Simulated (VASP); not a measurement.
# SiNi (Pnma) in VASP: a series of runs, part 2 of 2

VASP 6.6.1.

**3. Single point, PBE, collinear spin, ferromagnetic start**

INCAR reads:

```
PREC = Accurate
ENCUT = 520
EDIFF = 1E-6
ISMEAR = -1
SIGMA = 0.1
LREAL = False
LASPH = True
NELM = 150
ALGO = Normal
ISIF = 2
LWAVE = False
LCHARG = False
ISPIN = 2
MAGMOM = 0.6 0.6 0.6 0.6 0 0 0 0
LORBIT = 11
NUPDOWN = 2.4
LMAXMIX = 4
GGA = PE
NBANDS = 42
```

KPOINTS reads:

```
regular mesh
0
Gamma
  5 7 4
```

POSCAR reads:

```
SiNi
1.0
    5.1731000000      0.0000000000      0.0000000000
    0.0000000000      3.3381000000      0.0000000000
    0.0000000000      0.0000000000      5.6049000000
Ni Si
4 4
Direct
    0.0077900000      0.2500000000      0.1875200000
    0.4922100000      0.7500000000      0.6875200000
    0.5077900000      0.2500000000      0.3124800000
    0.9922100000      0.7500000000      0.8124800000
    0.3212800000      0.7500000000      0.0825000000
    0.1787200000      0.2500000000      0.5825000000
    0.8212800000      0.7500000000      0.4175000000
    0.6787200000      0.2500000000      0.9175000000
```

Potentials or basis: VASP PAW PBE potentials, release 64 (Ni, Si).

Started as:

```sh
cat potpaw_PBE.64/Ni/POTCAR potpaw_PBE.64/Si/POTCAR > POTCAR
mpirun -np 1 vasp_std > vasp.out
```

OUTCAR:

```text
PREC = Accurate
   ENCUT = 520
   EDIFF = 1E-6
   ISMEAR = -1
   LREAL = False
   LASPH = True
   NELM = 150
   ISIF = 2
   ISPIN = 2
   LORBIT = 11
   NUPDOWN = 2.4
   GGA = PE

 ion  position               nearest neighbor table
   1  0.008  0.250  0.188-   8 2.28   7 2.32   7 2.32   6 2.38   5 2.40   5 2.40   3 2.68   3 2.68
                             4 2.69   4 2.69
   2  0.492  0.750  0.688-   7 2.28   8 2.32   8 2.32   5 2.38   6 2.40   6 2.40   4 2.68   4 2.68
                             3 2.69   3 2.69
   3  0.508  0.250  0.312-   6 2.28   5 2.32   5 2.32   8 2.38   7 2.40   7 2.40   1 2.68   1 2.68
                             2 2.69   2 2.69
   4  0.992  0.750  0.812-   5 2.28   6 2.32   6 2.32   7 2.38   8 2.40   8 2.40   2 2.68   2 2.68
                             1 2.69   1 2.69
   5  0.321  0.750  0.083-   4 2.28   3 2.32   3 2.32   2 2.38   1 2.40   1 2.40   8 2.66   8 2.66

   6  0.179  0.250  0.583-   3 2.28   4 2.32   4 2.32   1 2.38   2 2.40   2 2.40   7 2.66   7 2.66

   7  0.821  0.750  0.417-   2 2.28   1 2.32   1 2.32   4 2.38   3 2.40   3 2.40   6 2.66   6 2.66

   8  0.679  0.250  0.917-   1 2.28   2 2.32   2 2.32   3 2.38   4 2.40   4 2.40   5 2.66   5 2.66

  LATTYP: Found a simple orthorhombic cell.
 ALAT       =     3.3381000000
 B/A-ratio  =     1.5497139091
 C/A-ratio  =     1.6790689314

  Lattice vectors:

 A1 = (   0.0000000000,  -3.3381000000,   0.0000000000)
 A2 = (   5.1731000000,   0.0000000000,   0.0000000000)
 A3 = (   0.0000000000,   0.0000000000,   5.6049000000)

Analysis of symmetry for initial positions (statically):
=====================================================================
 Subroutine PRICEL returns:
 Original cell was already a primitive cell.

 Routine SETGRP: Setting up the symmetry group for a
 simple orthorhombic supercell.

 Subroutine GETGRP returns: Found  8 space group operations
 (whereof  2 operations were pure point group operations)
 out of a pool of  8 trial point group operations.

The static configuration has the point symmetry S_2 .
 The point group associated with its full space group is D_2h.

Analysis of symmetry for dynamics (positions and initial velocities):
=====================================================================
 Subroutine PRICEL returns:
 Original cell was already a primitive cell.

 Routine SETGRP: Setting up the symmetry group for a
 simple orthorhombic supercell.

 Subroutine GETGRP returns: Found  8 space group operations
 (whereof  2 operations were pure point group operations)
 out of a pool of  8 trial point group operations.

The dynamic configuration has the point symmetry S_2 .
 The point group associated with its full space group is D_2h.

Analysis of structural, dynamic, and magnetic symmetry:
=====================================================================
 Subroutine PRICEL returns:
 Original cell was already a primitive cell.

 Routine SETGRP: Setting up the symmetry group for a
 simple orthorhombic supercell.

 Subroutine GETGRP returns: Found  8 space group operations
 (whereof  2 operations were pure point group operations)
 out of a pool of  8 trial point group operations.

The overall configuration has the point symmetry S_2 .
 The point group associated with its full space group is D_2h.

 Subroutine INISYM returns: Found  8 space group operations
 (whereof  2 operations are pure point group operations),
[... 121 lines left out ...]
   EMIN   =  10.00;   EMAX   =-10.00  energy-range for DOS
   EFERMI =   0.00;   METHOD = LEGACY
   ISMEAR =    -1;   SIGMA  =   0.10  broadening in eV -4-tet -1-fermi 0-gaus
   EFERMI_NEDOS =   21; number of points for ismear=-14 and -15
   IALGO  =     38    algorithm
   IMIX   =      4    mixing-type and parameters
     AMIX     =   0.40;   BMIX     =  1.00
     AMIX_MAG =   1.60;   BMIX_MAG =  1.00
  volume/ion in A,a.u.               =      12.10        81.64
  Fermi-wavevector in a.u.,A,eV,Ry     =   1.364158  2.577886 25.319466  1.860928
  Thomas-Fermi vector in A             =   2.490499
   LORBIT       =     11    0 simple, 1 ext, 2 COOP (PROOUT), +10 PAW based schemes
   GGA     = PE    functional components
   LHFCALC =     F    Hartree Fock is set to
   AEXX    =    0.0000 exact exchange contribution
   IVDW    =     0    specifies the selected vdW correction
   LEPSILON=     F    determine dielectric tensor
   LRPA    =     F    only Hartree local field effects (RPA)
 spin polarized calculation
  energy-cutoff  :      520.00
  volume of cell :       96.79
 maximum number of plane-waves:      2634
 NGX is ok and might be reduce to    40
   NGX = 19   NGY = 13   NGZ = 21

 number of electron      55.9999992 magnetization       2.3999998

 Free energy of the ion-electron system (eV)
  ---------------------------------------------------
  ext. energy  EPLUGINS =         0.00000000
  ---------------------------------------------------
  free energy    TOTEN  =       -46.66137196 eV

  energy without entropy =      -46.56877639  energy(sigma->0) =      -46.61507417

 E-fermi :   9.6005     XC(G=0): -12.2187

 val. band max:       11.0137735156   @ k =   0.2000   0.1429   0.2500
 cond. band min:       9.6138445415   @ k =   0.4000   0.1429   0.5000
 fundamental gap:     -1.3999289742
 Fermi energy:        11.0720580894

 spin component 1

 k-point     1 :       0.0000    0.0000    0.0000
  band No.  band energies     occupation
      1      -2.6407      1.00000
      2       0.6652      1.00000
      3       2.0017      1.00000
      4       2.5165      1.00000
      5       3.8152      1.00000
      6       4.2722      1.00000
[... 1021 lines left out ...]
     39      17.0341      0.00000
     40      17.3803      0.00000

 [... further k-points ...]

 spin component 2

 k-point     1 :       0.0000    0.0000    0.0000
  band No.  band energies     occupation
      1      -2.4517      1.00000
      2       0.9049      1.00000
      3       2.1953      1.00000
      4       2.6825      1.00000
      5       3.9952      1.00000
      6       4.4663      1.00000
[... 1021 lines left out ...]
     39      17.2592      0.00000
     40      17.5838      0.00000

 [... further k-points ...]

 [bands above 40 left out]

------------------------ aborting loop because EDIFF is reached ----------------------------------------

  FORCE on cell =-STRESS in cart. coord.  units (eV):
  Direction    XX          YY          ZZ          XY          YZ          ZX
  --------------------------------------------------------------------------------------
  -------------------------------------------------------------------------------------
  Total        2.2576003      1.8547576      3.9075067     -0.0000000      0.0000000      0.0000000
  in kB       37.3714159     30.7029181     64.6833086     -0.0000000      0.0000000      0.0000000
  external PRESSURE =      44.2525475 kB  Pullay stress =       0.0000000 kB

 VOLUME and BASIS-vectors are now :
 -----------------------------------------------------------------------------
  energy-cutoff  :      520.00
  volume of cell :       96.79
      direct lattice vectors                 reciprocal lattice vectors
     5.173100000  0.000000000  0.000000000     0.193307688  0.000000000  0.000000000
     0.000000000  3.338100000  0.000000000     0.000000000  0.299571613  0.000000000
     0.000000000  0.000000000  5.604900000     0.000000000  0.000000000  0.178415315

 POSITION                                       TOTAL-FORCE (eV/Angst)
 -----------------------------------------------------------------------------------
      0.04030      0.83452      1.05103         0.079563     -0.000000      0.178853
      2.54625      2.50357      3.85348        -0.079563     -0.000000      0.178853
      2.62685      0.83452      1.75142         0.079563      0.000000     -0.178853
      5.13280      2.50357      4.55387        -0.079563     -0.000000     -0.178853
      1.66201      2.50357      0.46240         0.159273      0.000000     -0.052965
      0.92454      0.83452      3.26485        -0.159273      0.000000     -0.052965
      4.24856      2.50357      2.34005         0.159273      0.000000      0.052965
      3.51109      0.83452      5.14250        -0.159273      0.000000      0.052965
 -----------------------------------------------------------------------------------
    total drift:                               -0.000000      0.000000     -0.000000

  FREE ENERGIE OF THE ION-ELECTRON SYSTEM (eV)
  ---------------------------------------------------
  free  energy   TOTEN  =       -46.6613719551 eV

  energy  without entropy=      -46.5687763894  energy(sigma->0) =      -46.61507417

 total charge

# of ion       s       p       d       tot
------------------------------------------
    1        0.502   0.642   8.429   9.573
    2        0.502   0.642   8.429   9.573
    3        0.502   0.642   8.429   9.573
    4        0.502   0.642   8.429   9.573
    5        0.765   0.857   0.000   1.622
    6        0.765   0.857   0.000   1.622
    7        0.765   0.857   0.000   1.622
    8        0.765   0.857   0.000   1.622
--------------------------------------------------
tot          5.067   5.997  33.715  44.780

 magnetization (x)

# of ion       s       p       d       tot
------------------------------------------
    1        0.012   0.041   0.357   0.411
    2        0.012   0.041   0.357   0.411
    3        0.012   0.041   0.357   0.411
    4        0.012   0.041   0.357   0.411
    5        0.025   0.060   0.000   0.086
    6        0.025   0.060   0.000   0.086
    7        0.025   0.060   0.000   0.086
    8        0.025   0.060   0.000   0.086
--------------------------------------------------
tot          0.152   0.405   1.429   1.986
```

It took 9.9 min on 1 thread of Oxide Virtual Turin-like, shared host; peak memory 0.34 GiB.

Results:

- Free energy: -46.6614 eV
- Pressure: 4.4 GPa
- Largest force: 0.196 eV/Å
- Net moment: 2.40 μB per cell
- Site moments: Ni +0.41; Si +0.09 μB
- Valence electrons inside the program's atomic spheres: Ni 9.57; Si 1.62

Forces on the atoms (eV/Å):
```
Ni   0.080  0.000  0.179
Ni  -0.080  0.000  0.179
Ni   0.080  0.000 -0.179
Ni  -0.080  0.000 -0.179
Si   0.159  0.000 -0.053
Si  -0.159  0.000 -0.053
Si   0.159  0.000  0.053
Si  -0.159  0.000  0.053
```

Stress tensor (GPa, compression positive):
```
3.74 0.00 0.00
0.00 3.07 0.00
0.00 0.00 6.47
```

Caveat: the cell stands under pressure; the total moment is fixed, so each spin has its own Fermi level and the state may be an excited one.

**4. Single point, PBE, collinear spin, ferromagnetic start**

INCAR reads:

```
SYSTEM = SiNi
PREC = Accurate
ENCUT = 520
EDIFF = 1E-6
ISMEAR = -1
SIGMA = 0.1
LREAL = .False.
LASPH = .True.
NELM = 150
ALGO = Normal
ISIF = 2
LWAVE = .False.
LCHARG = .False.
ISPIN = 2
MAGMOM = 0.2 0.2 0.2 0.2 0 0 0 0
LORBIT = 11
LMAXMIX = 4
GGA = PE
NBANDS = 42
```

KPOINTS reads:

```
Automatic mesh
0
Gamma
  5 7 4
  0 0 0
```

POSCAR is that of step 3.

Started as:

```sh
cat potpaw_PBE.64/Ni/POTCAR potpaw_PBE.64/Si/POTCAR > POTCAR
mpirun -np 1 vasp_std > vasp.out
```

Run time: 7.4 min. Hardware: 1 thread of Oxide Virtual Turin-like, shared host; peak memory 0.33 GiB.

The run converged. Its results:

```yaml
Free_energy: -47.6371 eV
Pressure: 1.8 GPa
Largest_force: 0.051 eV/Å
Band_gap_on_the_k_mesh: zero (filled and empty bands overlap)
Net_moment: 0.00 μB per cell
Valence_electrons_inside_the_program's_atomic_spheres: Ni 9.59; Si 1.61
```

Forces in eV/Å, atoms in the order of the input:
```
Ni   0.035  0.000  0.037
Ni  -0.035  0.000  0.037
Ni   0.035  0.000 -0.037
Ni  -0.035  0.000 -0.037
Si   0.021  0.000  0.027
Si  -0.021  0.000  0.027
Si   0.021  0.000 -0.027
Si  -0.021  0.000 -0.027
```

Stress tensor (GPa, compression positive):
```
0.95 0.00 0.00
0.00 2.20 0.00
0.00 0.00 2.29
```

Levels at points of the mesh, in eV from the Fermi level:
Spin up:
| k point | band 26 | band 27 | band 28 | band 29 | band 30 | band 31 |
| --- | --- | --- | --- | --- | --- | --- |
| (0.00, 0.00, 0.00) | -1.20 | -1.01 | -1.00 | 0.54 | 1.19 | 3.36 |
| (0.00, 0.00, 0.50) | -1.51 | -0.30 | -0.30 | 1.03 | 1.03 | 3.25 |
Spin down:
```tsv
k point	band 24	band 25	band 26	band 27	band 28	band 29	band 30	band 31	band 32	band 33
(0.00, 0.00, 0.00)	-1.97	-1.88	-1.20	-1.01	-1.00	0.54	1.19	3.36	4.03	4.16
(0.00, 0.00, 0.50)	-2.10	-1.51	-1.51	-0.30	-0.30	1.03	1.03	3.25	3.25	4.42
```

**5. The runs side by side**

| fixed moment (μB) | pressure (GPa) | moment (μB) | largest force (eV/Å) |
| --- | --- | --- | --- |
| 1.2 | 2.6 | 1.20 | 0.08 |
| 2.4 | 4.4 | 2.40 | 0.20 |
| - | 1.8 | 0.00 | 0.05 |

Alike in all rows: task single point; level PBE; potentials or basis VASP PAW PBE potentials, release 64 (Ni, Si); spin collinear, ferromagnetic start; cell as given; k mesh 5 × 7 × 4; cutoff (eV) 520; smearing fermi-dirac 0.1 eV.

Caveats: the total moment is fixed, so each spin has its own Fermi level and the state may be an excited one (at least some runs); the cell stands under pressure (at least some runs).

Total energies depend on the potentials used, so only differences within one code and one set of settings carry meaning.

The gap in the log of VASP goes by the Fermi energy; the results here count the filled bands.